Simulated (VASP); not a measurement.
# Ag (Fm-3m) in VASP: a series of runs

Ag is run at these levels: r2SCAN; tasks: single point.

All numbers are computed with VASP 6.6.1; they aren't measurements. Logs are shortened: lines on timing, memory, paths and dates and some standing lists are left out, and cuts for length are marked.

### Step 1. The cell of the first run

The structure is cubic, space group Fm-3m (No. 225). Conventional cell: a = 4.086 Å, b = 4.086 Å, c = 4.086 Å, α = 90.00°, β = 90.00°, γ = 90.00°. Ag (site symmetry m-3m) has 12 Ag at 2.89 Å within 3.8 Å.

### Step 2. Single point, r2SCAN

File POSCAR:

```
Ag
1.0
    0.0000000000      2.0431000000      2.0431000000
    2.0431000000      0.0000000000      2.0431000000
    2.0431000000      2.0431000000      0.0000000000
Ag
1
Direct
    0.0000000000      0.0000000000      0.0000000000
```

File INCAR.step1:

```
  PREC = Accurate
  ENCUT = 520
  ISMEAR = 0
  SIGMA = 0.15
  LREAL = F
  LASPH = T
  NELM = 100
  NBANDS = 12
  GGA = PE
  ALGO = Normal
  EDIFF = 1E-4
  LWAVE = T
  LCHARG = F
```

File INCAR.step2:

```
  PREC = Accurate
  ENCUT = 520
  EDIFF = 1E-6
  ISMEAR = 0
  SIGMA = 0.15
  LREAL = F
  LASPH = T
  NELM = 100
  ALGO = Normal
  ISIF = 2
  LWAVE = F
  LCHARG = F
  METAGGA = R2SCAN
  LMIXTAU = T
  NBANDS = 12
  ISTART = 1
```

File KPOINTS:

```
Automatic mesh
0
Gamma
  20 20 20
```

Potentials or basis: VASP PAW PBE potentials, release 64 (Ag).

On the command line:

```
cat potpaw_PBE.64/Ag/POTCAR > POTCAR
cp INCAR.step1 INCAR
mpirun -np 1 vasp_std > vasp.out
cp INCAR.step2 INCAR
mpirun -np 1 vasp_std > vasp.out
```

OUTCAR:

```text
PREC = Accurate
   ENCUT = 520
   EDIFF = 1E-6
   ISMEAR = 0
   LREAL = F
   LASPH = T
   NELM = 100
   ISIF = 2
   METAGGA = R2SCAN
   ISTART = 1

 ion  position               nearest neighbor table
   1  0.000  0.000  0.000-

  LATTYP: Found a face centered cubic cell.
 ALAT       =     4.0862000000

  Lattice vectors:

 A1 = (   0.0000000000,   2.0431000000,   2.0431000000)
 A2 = (   2.0431000000,   0.0000000000,   2.0431000000)
 A3 = (   2.0431000000,   2.0431000000,   0.0000000000)

Analysis of symmetry for initial positions (statically):
=====================================================================
 Subroutine PRICEL returns:
 Original cell was already a primitive cell.

 Routine SETGRP: Setting up the symmetry group for a
 face centered cubic supercell.

 Subroutine GETGRP returns: Found 48 space group operations
 (whereof 48 operations were pure point group operations)
 out of a pool of 48 trial point group operations.

The static configuration has the point symmetry O_h .

Analysis of symmetry for dynamics (positions and initial velocities):
=====================================================================
 Subroutine PRICEL returns:
 Original cell was already a primitive cell.

 Routine SETGRP: Setting up the symmetry group for a
 face centered cubic supercell.

 Subroutine GETGRP returns: Found 48 space group operations
 (whereof 48 operations were pure point group operations)
 out of a pool of 48 trial point group operations.

The dynamic configuration has the point symmetry O_h .

 Subroutine INISYM returns: Found 48 space group operations
 (whereof 48 operations are pure point group operations),
 and found     1 'primitive' translations

----------------------------------------------------------------------------------------

                                     Primitive cell

  volume of cell :      17.0569

  direct lattice vectors                    reciprocal lattice vectors
     0.000000000  2.043100000  2.043100000    -0.244726151  0.244726151  0.244726151
     2.043100000  0.000000000  2.043100000     0.244726151 -0.244726151  0.244726151
     2.043100000  2.043100000  0.000000000     0.244726151  0.244726151 -0.244726151

  length of vectors
     2.889379729  2.889379729  2.889379729     0.423878128  0.423878128  0.423878128

  position of ions in fractional coordinates (direct lattice)
[... 83 lines left out ...]
   ISIF   =      2    stress and relaxation
   ISYM   =      2    0-nonsym 1-usesym 2-fastsym
   POTIM  = 0.5000    time-step for ionic-motion
   TEBEG  =    0.0;   TEEND  =   0.0 temperature during run
   PSTRESS=    0.0 pullay stress
   NELECT =      11.0000    total number of electrons
   NUPDOWN=      -1.0000    fix difference up-down
   EMIN   =  10.00;   EMAX   =-10.00  energy-range for DOS
   EFERMI =   0.00;   METHOD = LEGACY
   ISMEAR =     0;   SIGMA  =   0.15  broadening in eV -4-tet -1-fermi 0-gaus
   EFERMI_NEDOS =   21; number of points for ismear=-14 and -15
   IALGO  =     38    algorithm
   IMIX   =      4    mixing-type and parameters
     AMIX     =   0.40;   BMIX     =  1.00
     AMIX_MAG =   1.60;   BMIX_MAG =  1.00
  volume/ion in A,a.u.               =      17.06       115.11
  Fermi-wavevector in a.u.,A,eV,Ry     =   1.414402  2.672832 27.218893  2.000532
  Thomas-Fermi vector in A             =   2.535948
   LORBIT       =      0    0 simple, 1 ext, 2 COOP (PROOUT), +10 PAW based schemes
   METAGGA = R2SCAN    functional components
   LHFCALC =     F    Hartree Fock is set to
   AEXX    =    0.0000 exact exchange contribution
   IVDW    =     0    specifies the selected vdW correction
   LEPSILON=     F    determine dielectric tensor
   LRPA    =     F    only Hartree local field effects (RPA)
 non-spin polarized calculation
 Gauss-broadening in eV      SIGMA  =   0.15
  energy-cutoff  :      520.00
  volume of cell :       17.06
 maximum number of plane-waves:       477
 NGX is ok and might be reduce to    24
   NGX = 11   NGY = 11   NGZ = 11

 number of electron      10.9999999 magnetization

 Free energy of the ion-electron system (eV)
  ---------------------------------------------------
  ext. energy  EPLUGINS =         0.00000000
  ---------------------------------------------------
  free energy    TOTEN  =       -21.35997218 eV

  energy without entropy =      -21.35785190  energy(sigma->0) =      -21.35891204

 E-fermi :   8.4350     XC(G=0): -12.9662

 val. band max:        8.3618695327   @ k =   0.5000   0.3500   0.1500
 cond. band min:       8.4691245252   @ k =   0.5000   0.3000   0.1000
 fundamental gap:      0.1072549925
 Fermi energy:         8.4349922950

 k-point     1 :       0.0000    0.0000    0.0000
  band No.  band energies     occupation
      1       0.4691      2.00000
      2       3.2881      2.00000
      3       3.2881      2.00000
      4       3.2881      2.00000
      5       4.3324      2.00000
      6       4.3324      2.00000
      7      25.0791      0.00000
      8      28.8069      0.00000
      9      28.8069      0.00000
     10      28.8069      0.00000
     11      33.7643      0.00000
     12      34.8137      0.00000
[... 331 lines left out ...]
 k-point    24 :      -0.3500    0.0500    0.0000
  band No.  band energies     occupation
      1       1.8582      2.00000
      2       3.3394      2.00000
      3       3.3801      2.00000
      4       4.7124      2.00000
      5       4.7919      2.00000
      6       6.0160      2.00000
      7      15.4916      0.00000
      8      24.6339      0.00000
      9      26.6955      0.00000
     10      28.3567      0.00000
     11      31.9007      0.00000
     12      32.2268      0.00000

 [... further k-points ...]

------------------------ aborting loop because EDIFF is reached ----------------------------------------

  FORCE on cell =-STRESS in cart. coord.  units (eV):
  Direction    XX          YY          ZZ          XY          YZ          ZX
  --------------------------------------------------------------------------------------
  -------------------------------------------------------------------------------------
  Total        0.1671557      0.1671557      0.1671557     -0.0000000     -0.0000000      0.0000000
  in kB       15.7012062     15.7012062     15.7012062     -0.0000000     -0.0000000      0.0000000
  external PRESSURE =      15.7012062 kB  Pullay stress =       0.0000000 kB

 VOLUME and BASIS-vectors are now :
 -----------------------------------------------------------------------------
  energy-cutoff  :      520.00
  volume of cell :       17.06
      direct lattice vectors                 reciprocal lattice vectors
     0.000000000  2.043100000  2.043100000    -0.244726151  0.244726151  0.244726151
     2.043100000  0.000000000  2.043100000     0.244726151 -0.244726151  0.244726151
     2.043100000  2.043100000  0.000000000     0.244726151  0.244726151 -0.244726151

 POSITION                                       TOTAL-FORCE (eV/Angst)
 -----------------------------------------------------------------------------------
      0.00000      0.00000      0.00000         0.000000      0.000000      0.000000
 -----------------------------------------------------------------------------------
    total drift:                               -0.000000      0.000000     -0.000000

  FREE ENERGIE OF THE ION-ELECTRON SYSTEM (eV)
  ---------------------------------------------------
  free  energy   TOTEN  =       -21.3599721841 eV

  energy  without entropy=      -21.3578518990  energy(sigma->0) =      -21.35891204
```

OUTCAR.step1:

```text
PREC = Accurate
   ENCUT = 520
   ISMEAR = 0
   LREAL = F
   LASPH = T
[... 576 lines left out ...]

 POSITION                                       TOTAL-FORCE (eV/Angst)
 -----------------------------------------------------------------------------------
      0.00000      0.00000      0.00000         0.000000      0.000000      0.000000
 -----------------------------------------------------------------------------------
    total drift:                               -0.000000      0.000000      0.000000

  FREE ENERGIE OF THE ION-ELECTRON SYSTEM (eV)
  ---------------------------------------------------
  free  energy   TOTEN  =        -2.7108100656 eV

  energy  without entropy=       -2.7085560640  energy(sigma->0) =       -2.70968306
```

OSZICAR.step1:

```text
N       E                     dE             d eps       ncg     rms          rms(c)
DAV:   1     0.520695475731E+02    0.52070E+02   -0.55546E+03  6232   0.831E+02
DAV:   2    -0.214792319041E+01   -0.54217E+02   -0.51325E+02  7064   0.194E+02
DAV:   3    -0.296328488324E+01   -0.81536E+00   -0.81375E+00  7292   0.251E+01
DAV:   4    -0.296582156160E+01   -0.25367E-02   -0.25366E-02  7068   0.146E+00
DAV:   5    -0.296584163969E+01   -0.20078E-04   -0.20078E-04  7172   0.116E-01    0.523E+00
DAV:   6    -0.272207774193E+01    0.24376E+00   -0.94930E-01  6668   0.874E+00    0.338E+00
DAV:   7    -0.271373823660E+01    0.83395E-02   -0.10416E-02  7196   0.961E-01    0.190E+00
DAV:   8    -0.271080358435E+01    0.29347E-02   -0.69606E-04  6912   0.195E-01    0.928E-02
DAV:   9    -0.271081006565E+01   -0.64813E-05   -0.83528E-06  3936   0.233E-02
   1 F= -.27108101E+01 E0= -.27096831E+01  d E =-.225400E-02
```

It took 50 s on 1 thread of Intel Xeon 6975P-C (Granite Rapids), shared host; peak memory 0.18 GiB.

What came out:

- Free energy: -21.3600 eV
- Pressure: 1.6 GPa

Caveat: the PAW data sets were made with another functional, which shifts forces and pressure a little.

### Step 3. Single point, r2SCAN

POSCAR is that of step 2.

File INCAR.step1:

```
SYSTEM = Ag
PREC     = Accurate       ! precision mode
ENCUT    = 520            ! plane-wave cutoff, eV
ISMEAR   = 0              ! smearing method
SIGMA    = 0.15           ! smearing width, eV
LREAL    = .FALSE.        ! projectors in reciprocal space
LASPH    = .TRUE.         ! aspherical terms in the spheres
NELM     = 100            ! most SCF steps
NBANDS   = 12             ! bands
GGA      = PE             ! functional
ALGO     = Normal         ! electronic algorithm
EDIFF    = 1E-4           ! SCF threshold, eV
LWAVE    = .TRUE.         ! write WAVECAR
LCHARG   = .FALSE.        ! write CHGCAR
```

File INCAR.step2:

```
SYSTEM = Ag
PREC     = Accurate       ! precision mode
ENCUT    = 520            ! plane-wave cutoff, eV
EDIFF    = 1E-7           ! SCF threshold, eV
ISMEAR   = 0              ! smearing method
SIGMA    = 0.15           ! smearing width, eV
LREAL    = .FALSE.        ! projectors in reciprocal space
LASPH    = .TRUE.         ! aspherical terms in the spheres
NELM     = 100            ! most SCF steps
ALGO     = Normal         ! electronic algorithm
ISIF     = 2              ! what is computed and relaxed
LWAVE    = .FALSE.        ! write WAVECAR
LCHARG   = .TRUE.         ! write CHGCAR
METAGGA  = R2SCAN         ! meta-GGA
LMIXTAU  = .TRUE.       
LELF     = .TRUE.         ! ELF
LVHAR    = .TRUE.       
NBANDS   = 12             ! bands
ISTART   = 1
```

File KPOINTS:

```
regular mesh
0
G
  22 22 22
  0 0 0
```

Potentials or basis: VASP PAW PBE potentials, release 64 (Ag).

On the command line:

```
cat potpaw_PBE.64/Ag/POTCAR > POTCAR
cp INCAR.step1 INCAR
mpirun -np 1 vasp_std > vasp.out
cp INCAR.step2 INCAR
mpirun -np 1 vasp_std > vasp.out
```

Wall time 75 s (1 thread of Intel Xeon 6975P-C (Granite Rapids), shared host); peak memory 0.19 GiB.

The run converged. Its results:

- Free energy: -21.3596 eV
- Pressure: 1.6 GPa

Levels at points of the mesh, in eV from the Fermi level:
```
           k point  band 2  band 3  band 4  band 5  band 6  band 7  band 8  band 9  band 10  band 11
(0.00, 0.00, 0.00)   -5.18   -5.18   -5.18   -4.13   -4.13   16.61   20.34   20.34    20.34    25.30
(0.50, 0.00, 0.00)   -5.21   -5.21   -3.32   -3.32   -0.37    3.67   15.85   18.57    18.57    23.56
(0.50, 0.50, 0.00)   -6.71   -3.36   -3.10   -3.10    1.69    6.93   11.10   11.10    17.64    17.82
```

Caveat: the PAW data sets were made with another functional, which shifts forces and pressure a little.
